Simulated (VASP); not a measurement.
# Te (C2/m) in VASP: notebook, part 2 of 2

VASP 6.6.1.

## 5. Single point, LDA

This run uses another cell than the first one, of 32.70 Å³/atom, 1.064 times its volume.

Input file INCAR:

```
ALGO = Normal
EDIFF = 1E-6
ENCUT = 520
ISIF = 2
ISMEAR = -1
LASPH = True
LCHARG = False
LREAL = False
LWAVE = False
NBANDS = 16
NELM = 60
PREC = Accurate
SIGMA = 0.05
```

Input file KPOINTS:

```
k-points
0
Gamma
  7 7 5
```

Input file POSCAR:

```
Te
1.0
    3.8202894285     -2.1482026000      0.0000000000
    3.8202894285      2.1482026000      0.0000000000
   -0.0942908673      0.0000000000      5.9760906531
Te
3
Direct
    0.0000000000      0.0000000000      0.0000000000
    0.3094466100      0.3094466100      0.3388094900
    0.6905533900      0.6905533900      0.6611905100
```

Potentials or basis: VASP PAW LDA potentials, release 64 (Te).

The run is started by

```bash
$ cat potpaw_LDA.64/Te/POTCAR > POTCAR
$ mpirun -np 1 vasp_std > vasp.out
```

OUTCAR:

```text
EDIFF = 1E-6
   ENCUT = 520
   ISIF = 2
   ISMEAR = -1
   LASPH = True
   LREAL = False
   NELM = 60
   PREC = Accurate

 ion  position               nearest neighbor table
   1  0.000  0.000  0.000-   2 3.09   3 3.09   3 3.31   3 3.31   2 3.31   2 3.31
   2  0.309  0.309  0.339-   3 3.03   3 3.03   1 3.09   1 3.31   1 3.31   3 3.47
   3  0.691  0.691  0.661-   2 3.03   2 3.03   1 3.09   1 3.31   1 3.31   2 3.47

  LATTYP: Found a base centered monoclinic cell.
 ALAT       =     7.6405788570
 B/A-ratio  =     0.5623140969
 C/A-ratio  =     0.7822489081
 COS(beta)  =    -0.0157760547

  Lattice vectors:

 A1 = (   3.8202894285,  -2.1482026000,   0.0000000000)
 A2 = (   3.8202894285,   2.1482026000,   0.0000000000)
 A3 = (  -0.0942908673,   0.0000000000,   5.9760906531)

Analysis of symmetry for initial positions (statically):
=====================================================================
 Subroutine PRICEL returns:
 Original cell was already a primitive cell.

 Routine SETGRP: Setting up the symmetry group for a
 base centered monoclinic supercell.

 Subroutine GETGRP returns: Found  4 space group operations
[... 168 lines left out ...]

 val. band max:        6.3000848198   @ k =   0.4286   0.2857   0.2000
 cond. band min:       6.3304976298   @ k =   0.0000   0.0000   0.4000
 fundamental gap:      0.0304128100
 Fermi energy:         6.3198498189

 k-point     1 :       0.0000    0.0000    0.0000
  band No.  band energies     occupation
      1      -7.3975      2.00000
      2      -4.2223      2.00000
      3      -4.0791      2.00000
      4       3.5788      2.00000
      5       3.6133      2.00000
      6       4.0463      2.00000
[... 433 lines left out ...]
      3      -3.1707      2.00000
      4       2.4049      2.00000
      5       3.4139      2.00000
      6       3.7195      2.00000
[... 8 lines left out ...]
     15      11.8940      0.00000
     16      12.2507      0.00000

 [... further k-points ...]

------------------------ aborting loop because EDIFF is reached ----------------------------------------

  FORCE on cell =-STRESS in cart. coord.  units (eV):
  Direction    XX          YY          ZZ          XY          YZ          ZX
  --------------------------------------------------------------------------------------
  -------------------------------------------------------------------------------------
  Total       -1.6638421     -1.5265151     -1.9093120      0.0000000      0.0000000     -0.0125605
  in kB      -27.1771557    -24.9340603    -31.1866559      0.0000000      0.0000000     -0.2051628
  external PRESSURE =     -27.7659573 kB  Pullay stress =       0.0000000 kB

 VOLUME and BASIS-vectors are now :
 -----------------------------------------------------------------------------
  energy-cutoff  :      520.00
  volume of cell :       98.09
      direct lattice vectors                 reciprocal lattice vectors
     3.820289429 -2.148202600  0.000000000     0.130880136 -0.232752721  0.002065029
     3.820289429  2.148202600  0.000000000     0.130880136  0.232752721  0.002065029
    -0.094290867  0.000000000  5.976090653     0.000000000  0.000000000  0.167333472

 POSITION                                       TOTAL-FORCE (eV/Angst)
 -----------------------------------------------------------------------------------
      0.00000      0.00000      0.00000         0.000000      0.000000      0.000000
      2.33240      0.00000      2.02476         0.073538      0.000000     -0.033802
      5.21388      0.00000      3.95133        -0.073538      0.000000      0.033802
 -----------------------------------------------------------------------------------
    total drift:                               -0.000000     -0.000000     -0.000000

  FREE ENERGIE OF THE ION-ELECTRON SYSTEM (eV)
  ---------------------------------------------------
  free  energy   TOTEN  =       -11.2880992938 eV

  energy  without entropy=      -11.2805469603  energy(sigma->0) =      -11.28432313
```

OSZICAR:

```text
N       E                     dE             d eps       ncg     rms          rms(c)
DAV:   1     0.659757966181E+02    0.65976E+02   -0.64511E+03  2304   0.891E+02
DAV:   2    -0.707089860953E+01   -0.73047E+02   -0.69112E+02  3200   0.134E+02
DAV:   3    -0.112541495092E+02   -0.41833E+01   -0.41597E+01  2712   0.349E+01
DAV:   4    -0.113208539928E+02   -0.66704E-01   -0.66696E-01  3432   0.535E+00
DAV:   5    -0.113219949015E+02   -0.11409E-02   -0.11409E-02  3024   0.626E-01    0.124E+01
DAV:   6    -0.112944692503E+02    0.27526E-01   -0.39973E-02  2856   0.106E+00    0.758E+00
DAV:   7    -0.112888458026E+02    0.56234E-02   -0.30684E-02  2920   0.953E-01    0.617E-01
DAV:   8    -0.112883169683E+02    0.52883E-03   -0.34081E-03  2888   0.350E-01    0.240E-01
DAV:   9    -0.112881170864E+02    0.19988E-03   -0.53015E-04  2992   0.128E-01    0.103E-01
DAV:  10    -0.112881036995E+02    0.13387E-04   -0.16924E-04  3016   0.639E-02    0.342E-02
DAV:  11    -0.112880993158E+02    0.43837E-05   -0.27877E-05  2784   0.291E-02    0.145E-02
DAV:  12    -0.112880992938E+02    0.21950E-07   -0.15420E-06  2600   0.749E-03
   1 F= -.11288099E+02 E0= -.11284323E+02  d E =-.755233E-02
```

stdout:

```text
POSCAR found type information on POSCAR Te
 POSCAR found :  1 types and       3 ions
 scaLAPACK will be used
 LDA part: xc-table for (Slater(with rela. corr.)+CA(PZ))
 , standard interpolation
 POSCAR, INCAR and KPOINTS ok, starting setup
 FFT: planning ... GRIDC
 FFT: planning ... GRID_SOFT
 FFT: planning ... GRID
 WAVECAR not read
 entering main loop
```

Wall time 88 s (1 thread of Intel Xeon Platinum 8375C at 2.90GHz (Ice Lake), shared host); peak memory 0.24 GiB.

What came out:

| Property | Result |
| --- | --- |
| Free energy | -11.2881 eV |
| Pressure | -2.8 GPa |
| Largest force | 0.081 eV/Å |
| Band gap on the k mesh | 0.03 eV, indirect (least direct gap 0.18 eV) |

Forces on the atoms (eV/Å):
```
Te   0.000  0.000  0.000
Te   0.074  0.000 -0.034
Te  -0.074  0.000  0.034
```

Stress tensor (GPa, compression positive):
```
-2.72  0.00 -0.02
 0.00 -2.49  0.00
-0.02  0.00 -3.12
```

Levels at points of the mesh, in eV from the valence-band top:
```
           k point  band 6  band 7  band 8  band 9  band 10  band 11  band 12  band 13
(0.00, 0.00, 0.00)   -2.25   -2.04   -1.63   -1.42     0.95     0.98     1.52     4.69
```

Caveat: spin-orbit coupling is left out, which moves the levels of the heavy elements.

## 6. Overview

```tsv
cell	gap on the mesh (eV)	pressure (GPa)	largest force (eV/Å)
a = 4.293, b = 4.293, c = 5.855 Å, angles 90.8, 90.8, 58.7°, 3 atoms	none	0.6	0.26
a = 4.324, b = 4.324, c = 5.896 Å, angles 90.8, 90.8, 58.7°, 3 atoms	none	-0.7	0.20
a = 4.353, b = 4.353, c = 5.937 Å, angles 90.8, 90.8, 58.7°, 3 atoms	-	-1.8	0.14
a = 4.383, b = 4.383, c = 5.977 Å, angles 90.8, 90.8, 58.7°, 3 atoms	0.03	-2.8	0.08
```

Alike in all rows: task single point; level LDA; potentials or basis VASP PAW LDA potentials, release 64 (Te); no spin polarisation; k mesh 7 × 7 × 5; cutoff (eV) 520; smearing fermi-dirac 0.05 eV.

Caveats: spin-orbit coupling is left out, which moves the levels of the heavy elements.

Absolute energies hang on the potentials; compare differences alone.
